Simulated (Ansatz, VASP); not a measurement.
## One calculation of Y, two programs

The input INCAR:

```
SYSTEM = Y
PREC = Accurate
ENCUT = 520
EDIFF = 1E-6
ISMEAR = 0
SIGMA = 0.1
LREAL = .FALSE.
LASPH = .TRUE.
NELM = 100
ALGO = Normal
ISIF = 2
LWAVE = .FALSE.
LCHARG = .TRUE.
GGA = PE
LELF = .TRUE.
LVHAR = .TRUE.
NBANDS = 24
```

The input KPOINTS:

```
regular mesh
0
G
  15 15 15
  0 0 0
```

File POSCAR:

```
Y
1.0
    1.8077881241      1.0437269601      8.6227571094
   -1.8077881241      1.0437269601      8.6227571094
    0.0000000000     -2.0874539201      8.6227571094
Y
3
Direct
    0.0000000000      0.0000000000      0.0000000000
    0.2218114029      0.2218114029      0.2218114029
    0.7781885971      0.7781885971      0.7781885971
```

Input for Ansatz:

```yaml
crystal:
  lattice:
    - [1.8077881241, 1.0437269601, 8.6227571094]
    - [-1.8077881241, 1.0437269601, 8.6227571094]
    - [0.0, -2.0874539201, 8.6227571094]
  atoms:
    - { symbol: "Y", position: [0.0, 0.0, 0.0] }
    - { symbol: "Y", position: [0.2218114029, 0.2218114029, 0.2218114029] }
    - { symbol: "Y", position: [0.7781885971, 0.7781885971, 0.7781885971] }
basis:
  ecutwfc: 420
kpoints:
  mp_grid: { grid: [15, 15, 15] }
  band_path:
    path:
      - [[0.0, 0.0, 0.0], [0.5, 0.5, 0.5], [0.82356568, 0.17643432, 0.5]]
      - [[0.5, -0.17643432, 0.17643432], [0.5, 0.0, 0.0], [0.0, 0.0, 0.0], [0.33821716, -0.33821716, 0.0]]
      - [[0.66178284, 0.0, 0.33821716], [0.5, 0.0, 0.5], [0.0, 0.0, 0.0]]
    npoints: 14
hamiltonian:
  xc: pbe
scf:
  occupations: { method: gaussian, width: 0.1 }
  n_extra_bands: 7
output:
  forces: true
  stress: true
  eigenvalues: true
  populations: true
  dos: { projected: true, de: 0.02, nscf_kmesh: { grid: [23, 23, 23] } }
  bader: true
  write_density: true
  write_potential: true
  elf: true
  volumetric_format: npy
```

Alike in both runs: task single point; functional PBE; k mesh 15 × 15 × 15; occupations gaussian, width 0.1 eV; no spin polarisation.

|  | VASP | Ansatz |
| --- | --- | --- |
| version | VASP 6.6.1 | Ansatz 0.2.0 |
| potentials or method | VASP PAW PBE potentials, release 64 (Y_sv), cutoff 520 eV | scalar-relativistic, plane waves, PAW |
| valence electrons in the cell | 33 | 33 |

|  | VASP | Ansatz | Ansatz less VASP |
| --- | --- | --- | --- |
| gap on the k mesh at the Fermi level (eV) | none | none | - |
| pressure (GPa) | -0.1 | 0.0 | +0.12 |

A gap of «none» marks a metal or a gap that the smearing closes.
